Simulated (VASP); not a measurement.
Write the native input for VASP 6.6.1 that does the following.

* Task: single point
* Functional: PBEsol
* Potentials or basis: VASP PAW PBE potentials, release 64 (Ta_pv, V_sv, N)
* Cutoff: 520 eV
* k mesh: 9 × 9 × 6
* Occupations: fermi-dirac, width 0.05 eV
* Spin: collinear spin, ferromagnetic start
* Starting moments: [0.0, 3.5, 0.0, 0.0] μB
* Dipole correction: no
* Further INCAR settings: ALGO = Normal; EDIFF = 1e-06; NBANDS = 29

The structure of TaVN2 lies in POSCAR:

```
TaVN2
1.0
    3.0498670000      0.0000000000      0.0000000000
    0.0000000000      3.0498670000      0.0000000000
    0.0000000000      0.0000000000      4.2960620000
Ta V N
1 1 2
Direct
    0.0000000000      0.0000000000      0.0000000000
    0.5000000000      0.5000000000      0.5000000000
    0.5000000000      0.5000000000      0.0000000000
    0.0000000000      0.0000000000      0.5000000000
```

One way to write it, as run:

INCAR

```
PREC     = Accurate       # precision mode
ENCUT    = 520            # plane-wave cutoff, eV
EDIFF    = 1E-6           # SCF threshold, eV
ISMEAR   = -1             # smearing method
SIGMA    = 0.05           # smearing width, eV
LREAL    = F              # projectors in reciprocal space
LASPH    = T              # aspherical terms in the spheres
NELM     = 150            # most SCF steps
ALGO     = Normal         # electronic algorithm
ISIF     = 2              # what is computed and relaxed
LWAVE    = F              # write WAVECAR
LCHARG   = T              # write CHGCAR
ISPIN    = 2              # spin polarisation
MAGMOM   = 0 3.5 0 0      # initial moments
LORBIT   = 11             # projections on sites
LMAXMIX  = 4              # l up to which the mixer works
GGA      = PS             # functional
LELF     = T              # ELF
LVHAR    = T            
NBANDS   = 29             # bands
```

KPOINTS

```
Automatic mesh
0
Gamma
  9 9 6
```

Potentials or basis: VASP PAW PBE potentials, release 64 (Ta_pv, V_sv, N).

Run with:

```sh
$ cat potpaw_PBE.64/Ta_pv/POTCAR potpaw_PBE.64/V_sv/POTCAR potpaw_PBE.64/N/POTCAR > POTCAR
$ mpirun -np 1 vasp_std > vasp.out
```

Results of the run:

```yaml
Pressure: -10.4 GPa
Net_moment: 0.91 μB per cell
Site_moments: Ta -0.04; V +0.87; N +0.01 μB
Valence_electrons_inside_the_program's_atomic_spheres: Ta 8.96; V 11.56; N 3.76, 3.71
```

Caveat: the PAW data sets were made with another functional, which shifts forces and pressure a little.

Run time: 100 s on 1 thread of Intel(R) Xeon(R) Platinum 8259CL CPU @ 2.50GHz (Skylake/Cascade Lake), on a shared host, peak memory 0.24 GiB.
